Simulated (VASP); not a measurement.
A run of VASP 6.6.1 is set up as follows.

The input INCAR:

```
PREC = Accurate
ENCUT = 520
EDIFF = 1E-7
ISMEAR = 0
SIGMA = 0.15
LREAL = False
LASPH = True
NELM = 60
ALGO = Fast
ISIF = 2
LWAVE = False
LCHARG = False
GGA = PE
NBANDS = 10
```

File KPOINTS:

```
regular mesh
0
Gamma
  14 14 14
```

Contents of POSCAR:

```
K
1.0
   -2.5757668083      2.5757668083      2.7045551488
    2.5757668083     -2.5757668083      2.7045551488
    2.5757668083      2.5757668083     -2.7045551488
K
1
Direct
    0.0000000000      0.0000000000      0.0000000000
```

Potentials or basis: VASP PAW PBE potentials, release 64 (K_sv).

The run is started by

```bash
$ cat potpaw_PBE.64/K_sv/POTCAR > POTCAR
$ mpirun -np 1 vasp_std > vasp.out
```

**Question.** Estimate the band gap on the k mesh.

**Answer.** Zero (an odd number of electrons rules out a gap without spin polarisation).

**Question.** Predict the pressure.

**Answer.** 0.1 GPa.
